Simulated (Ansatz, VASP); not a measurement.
**ZrAl5N6: VASP beside Ansatz**

The input INCAR:

```
  ALGO = Normal
  EDIFF = 1E-7
  EDIFFG = -0.04
  ENCUT = 600
  GGA = PE
  IBRION = 2
  ISIF = 3
  ISMEAR = 0
  LASPH = T
  LCHARG = F
  LREAL = F
  LWAVE = F
  NELM = 100
  NSW = 90
  PREC = Accurate
  SIGMA = 0.1
```

The input KPOINTS:

```
k-points
0
Gamma
  6 6 1
```

POSCAR

```
ZrAl5N6
1.0
    3.3304038000      0.0000000000      0.0000000000
   -1.6652019000      2.8842143000      0.0000000000
    0.0000000000      0.0000000000     16.3155799000
Zr Al N
1 5 6
Direct
    0.0000000000      0.0000000000      0.0000000000
    0.6666666700      0.3333333300      0.1666666700
    0.3333333300      0.6666666700      0.3333333300
    0.0000000000      0.0000000000      0.5000000000
    0.6666666700      0.3333333300      0.6666666700
    0.3333333300      0.6666666700      0.8333333300
    0.6666666700      0.3333333300      0.9166666700
    0.3333333300      0.6666666700      0.0833333300
    0.0000000000      0.0000000000      0.2500000000
    0.6666666700      0.3333333300      0.4166666700
    0.3333333300      0.6666666700      0.5833333300
    0.0000000000      0.0000000000      0.7500000000
```

Input for Ansatz:

```yaml
crystal:
  lattice:
    - [3.3304038, 0.0, 0.0]
    - [-1.6652019, 2.8842143, 0.0]
    - [0.0, 0.0, 16.3155799]
  atoms:
    - { symbol: Zr, position: [0.0, 0.0, 0.0] }
    - { symbol: Al, position: [0.66666667, 0.33333333, 0.16666667] }
    - { symbol: Al, position: [0.33333333, 0.66666667, 0.33333333] }
    - { symbol: Al, position: [0.0, 0.0, 0.5] }
    - { symbol: Al, position: [0.66666667, 0.33333333, 0.66666667] }
    - { symbol: Al, position: [0.33333333, 0.66666667, 0.83333333] }
    - { symbol: "N", position: [0.66666667, 0.33333333, 0.91666667] }
    - { symbol: "N", position: [0.33333333, 0.66666667, 0.08333333] }
    - { symbol: "N", position: [0.0, 0.0, 0.25] }
    - { symbol: "N", position: [0.66666667, 0.33333333, 0.41666667] }
    - { symbol: "N", position: [0.33333333, 0.66666667, 0.58333333] }
    - { symbol: "N", position: [0.0, 0.0, 0.75] }
basis:
  ecutwfc: 420
kpoints:
  mp_grid: { grid: [6, 6, 1] }
hamiltonian:
  xc: pbe
scf:
  occupations: { method: gaussian, width: 0.1 }
  lower_state_search: "off"
output:
  forces: true
  stress: true
  eigenvalues: true
relax:
  adjacent_minimum: "off"
  f_tol: 0.04
  max_steps: 70
  cell: { stress_tol: 0.4 }
```

Alike in both runs: task relaxation of cell and atoms; functional PBE; k mesh 6 × 6 × 1; occupations gaussian, width 0.1 eV; no spin polarisation.

|  | VASP | Ansatz |
| --- | --- | --- |
| version | VASP 6.6.1 | Ansatz 0.2.0 |
| potentials or method | VASP PAW PBE potentials, release 64 (Zr_sv, Al, N), cutoff 600 eV | scalar-relativistic, plane waves, PAW |
| valence electrons in the cell | 57 | 57 |

|  | VASP | Ansatz | Ansatz less VASP |
| --- | --- | --- | --- |
| gap on the k mesh at the Fermi level, each at its own relaxed structure (eV) | none | none | - |
| relaxed volume (Å³/atom) | 9.10 | 9.10 | 0.000 |
| relaxed cell length with the largest relative difference (Å) | 14.618 | 14.621 | +0.0035 |

A gap of «none» marks a metal or a gap that the smearing closes.

The k mesh is coarse, so the values compare programs but aren't converged. Noted on VASP's run: the volume moved by over 15 % at a fixed basis, so the end points are rough.
